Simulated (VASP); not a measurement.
## Si32PC30 (a cell with a defect): single point with PBE

System: Si32PC30 (a cell with a defect).

```
CELL_PARAMETERS angstrom
8.70799 0.00000 0.00000
0.00000 8.70799 0.00000
0.00000 0.00000 8.70799
ATOMIC_POSITIONS crystal
Si 0.63927 0.10940 0.10718
Si 0.87344 0.37455 0.12283
Si 0.87365 0.12093 0.37745
Si 0.12499 0.12130 0.12267
Si 0.33899 0.40976 0.10032
Si 0.62744 0.62374 0.12268
Si 0.87879 0.86992 0.12130
Si 0.35836 0.10719 0.39084
Si 0.64157 0.39042 0.39088
Si 0.87821 0.62460 0.37454
Si 0.62533 0.12340 0.62518
Si 0.87507 0.37237 0.62681
Si 0.87560 0.12191 0.87385
Si 0.13084 0.61787 0.11216
Si 0.37418 0.87525 0.12281
Si 0.11049 0.35900 0.38984
Si 0.38974 0.63828 0.38988
Si 0.62783 0.87505 0.37744
Si 0.12123 0.12096 0.62672
Si 0.37440 0.37436 0.62842
Si 0.62780 0.62752 0.62673
Si 0.87491 0.87384 0.62355
Si 0.37540 0.12358 0.87567
Si 0.62513 0.37332 0.87565
Si 0.87344 0.62474 0.87467
Si 0.12411 0.87050 0.37454
Si 0.12586 0.62287 0.62717
Si 0.37636 0.87365 0.62682
Si 0.12159 0.37312 0.87147
Si 0.37561 0.62710 0.87147
Si 0.62685 0.87307 0.87382
Si 0.12399 0.87527 0.87467
C 0.49970 0.99547 0.99636
C 0.75317 0.24903 0.99642
C 0.75337 0.99535 0.24898
C 0.99991 0.99817 0.99938
C 0.24361 0.24772 0.99624
C 0.50104 0.50510 0.99625
C 0.75057 0.74880 0.99940
C 0.24647 0.99460 0.24953
C 0.75411 0.50226 0.24954
C 0.50079 0.99640 0.50253
C 0.75232 0.24796 0.50256
C 0.75039 0.99836 0.74845
C 0.99729 0.49633 0.99731
C 0.25240 0.75141 0.99731
C 0.99955 0.24812 0.24748
C 0.50062 0.74916 0.24749
C 0.00043 0.99683 0.49872
C 0.24773 0.24934 0.50638
C 0.49941 0.50104 0.50641
C 0.75193 0.74830 0.49872
C 0.25006 0.99887 0.74826
C 0.50014 0.24858 0.75074
C 0.74986 0.49866 0.74826
C 0.00757 0.74113 0.24725
C 0.00145 0.49983 0.50200
C 0.24890 0.74730 0.50204
C 0.99827 0.24694 0.74872
C 0.24985 0.49888 0.75081
C 0.50179 0.75043 0.74872
C 0.99988 0.74885 0.74974
P 0.48784 0.26096 0.24462
```

```json
{"Program": "VASP 6.6.1", "Task": "single point", "Functional": "PBE", "Potentials or basis": "VASP PAW PBE potentials, release 64 (Si, C, P)", "Cutoff": "520 eV", "k mesh": "1 × 1 × 1", "Occupations": "gaussian, width 0.05 eV", "Spin": "collinear spin, zero start"}
```

- Pressure: 6.9 GPa
- Largest force: 0.035 eV/Å
- Net moment: 0.00 μB per cell
- Valence electrons inside the program's atomic spheres: Si 1.71, 1.67, 1.66, 1.65, 1.72, 1.68, 1.63 (each value once); C 2.58, 2.54, 2.57, 2.56, 2.55, 2.53, 2.59 (each value once); P 2.73

Forces on the atoms (eV/Å):
```
Si  -0.018  0.020  0.008
Si  -0.001  0.007  0.005
Si  -0.004  0.000  0.001
Si   0.000 -0.003  0.003
Si  -0.017  0.014  0.000
Si   0.000 -0.002  0.004
Si   0.002  0.002 -0.010
Si  -0.004  0.007 -0.014
Si  -0.011 -0.002 -0.012
Si  -0.010 -0.017  0.003
Si   0.008 -0.010 -0.001
Si  -0.001  0.009 -0.005
Si  -0.005 -0.009  0.002
Si   0.014 -0.014 -0.029
Si  -0.009  0.000  0.008
Si   0.011  0.004  0.001
Si  -0.004 -0.013  0.003
Si  -0.002  0.006  0.004
Si   0.014 -0.008 -0.003
Si  -0.011  0.006  0.009
Si   0.007 -0.012  0.001
Si  -0.005  0.005  0.005
Si  -0.007  0.004 -0.002
Si   0.000  0.005 -0.002
Si   0.006 -0.002 -0.001
Si   0.022  0.013  0.003
Si   0.008 -0.010  0.010
Si  -0.011  0.004 -0.007
Si   0.010  0.006 -0.002
Si  -0.007 -0.006 -0.001
Si   0.006  0.008  0.000
Si   0.002 -0.004 -0.001
C    0.006  0.003  0.009
C    0.015 -0.011  0.011
C    0.014  0.003 -0.007
C   -0.002  0.007  0.006
C   -0.013 -0.011 -0.013
C    0.003  0.013 -0.016
C   -0.003 -0.001  0.001
C   -0.010  0.008  0.003
C    0.003 -0.006  0.003
C   -0.003 -0.008  0.016
C    0.014 -0.003  0.002
C   -0.001  0.007 -0.004
C   -0.012 -0.004 -0.011
C    0.011  0.017 -0.001
C   -0.006 -0.005 -0.002
C    0.006  0.008 -0.005
C    0.002 -0.004  0.002
C    0.004 -0.020 -0.001
C    0.011 -0.007 -0.003
C    0.003 -0.006  0.005
C   -0.004  0.009 -0.002
C    0.003 -0.009  0.001
C   -0.007  0.009  0.000
C    0.003  0.008  0.011
C   -0.016  0.005  0.014
C   -0.010  0.008 -0.001
C    0.010 -0.004 -0.001
C   -0.002  0.002 -0.001
C   -0.004 -0.004 -0.005
C   -0.010  0.005 -0.001
P    0.010 -0.021  0.006
```

Stress tensor (GPa, compression positive):
```
 6.83  1.64  0.32
 1.64  6.82 -0.32
 0.32 -0.32  7.09
```

Levels at points of the mesh, in eV from the Fermi level:
Spin up:
```tsv
k point	band 123	band 124	band 125	band 126	band 127	band 128	band 129	band 130	band 131	band 132
(0.00, 0.00, 0.00)	-1.50	-1.45	-1.40	-0.32	0.00	0.19	0.65	0.99	1.65	2.23
```
Spin down:
```
           k point  band 123  band 124  band 125  band 126  band 127  band 128  band 129  band 130
(0.00, 0.00, 0.00)     -1.50     -1.45     -1.40     -0.32      0.00      0.19      0.65      0.99
```

Wall time 15 min on 1 thread of Oxide Virtual Turin-like Processor, with other jobs on the host, peak memory 0.95 GiB.

Caveat: the k points lie up to 0.72 Å⁻¹ apart; no moment was typed at the start, so none could form.
